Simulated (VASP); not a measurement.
BaO: single point with PBEsol

Crystal: BaO.

```xyz
2
Lattice="0.0000 2.7452 2.7452 2.7452 0.0000 2.7452 2.7452 2.7452 0.0000" Properties=species:S:1:pos:R:3 pbc="T T T"
Ba    0.0000    0.0000    0.0000
O     2.7452    2.7452    2.7452
```

- Program: VASP 6.6.1
- Task: single point
- Functional: PBEsol
- Potentials or basis: VASP PAW PBE potentials, release 64 (Ba_sv, O_h)
- Cutoff: 1340 eV
- k mesh: 8 × 8 × 8
- Occupations: gaussian, width 0.01 eV
- Spin: no spin polarisation

```yaml
Pressure: 1.8 GPa
Band_gap_on_the_k_mesh: 1.77 eV
```

Levels at points of the mesh, in eV from the valence-band top:
```
           k point  band 4  band 5  band 6  band 7  band 8  band 9  band 10  band 11  band 12  band 13
(0.00, 0.00, 0.00)  -10.29  -10.29   -0.43   -0.43   -0.43    3.48     4.61     4.61     4.61     6.97
(0.50, 0.00, 0.00)  -10.41  -10.41   -2.17   -1.63   -1.63    4.88     7.22     7.22     8.15    10.73
(0.50, 0.50, 0.00)  -10.93  -10.93   -0.20   -0.20    0.00    1.77     6.03     9.02     9.38     9.95
```

It took 53 s on 1 thread of Intel(R) Xeon(R) Platinum 8559C (Emerald Rapids) (shared host), peak memory 0.35 GiB.

Caveat: the PAW data sets were made with another functional, which shifts forces and pressure a little; spin-orbit coupling is left out, which moves the levels of the heavy elements. A k mesh can miss the band edges.
